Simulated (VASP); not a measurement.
Runs of VASP 6.6.1 on Pd. The structure is that of space group Im-3m (No. 229), or close to it. The cells are those of the table. This isn't the form of Pd at room conditions, which is fcc.

```csv
level,potentials or basis,spin,cell,k mesh,cutoff (eV),smearing,grid for exact exchange (PRECFOCK),share of exact exchange,gap on the mesh (eV),pressure (GPa)
r2SCAN,"VASP PAW PBE potentials, release 64 (Pd_sv_GW)",off,"a = 2.741 Å, angles 109.5°, 1 atom",12 × 12 × 12,690,fermi-dirac 0.05 eV,-,-,none,-8.3
HF,"VASP PAW PBE potentials, release 64 (Pd)",off,"a = 2.750 Å, angles 109.5°, 1 atom",6 × 6 × 6,520,fermi-dirac 0.05 eV,Normal,1,none,0.4
RPBE+D3(BJ),"VASP PAW PBE potentials, release 64 (Pd)","non-collinear, zero start, SOC","a = 2.723 Å, angles 109.5°, 1 atom",9 × 9 × 9,500,methfessel-paxton 0.1 eV,-,-,-,(b)
HF,"VASP PAW PBE potentials, release 64 (Pd)",off,"a = 2.723 Å, angles 109.5°, 1 atom",6 × 6 × 6,520,fermi-dirac 0.05 eV,Normal,1,none,4.4
PBE,"VASP PAW PBE potentials, release 64 (Pd)",off,"a = 2.723 Å, angles 109.5°, 1 atom",12 × 12 × 12,500,gaussian 0.1 eV,-,-,none,(a)
```

Alike in all rows: task single point.

Fill in the values left out.

(a) -1.4; (b) -36.4.

Caveats: some runs use coarse meshes; the PAW data sets were made with another functional, which shifts forces and pressure a little (at least some runs); the cell stands under tension (at least some runs); the dispersion term is far too large for a dense solid, which distorts pressure and volume (at least some runs).

A k mesh can miss the band edges, and rows without SOC leave out spin-orbit coupling on Pd.

A gap of «none» marks levels without a gap at the run's occupations.

The runs don't all hold the same shells in valence.
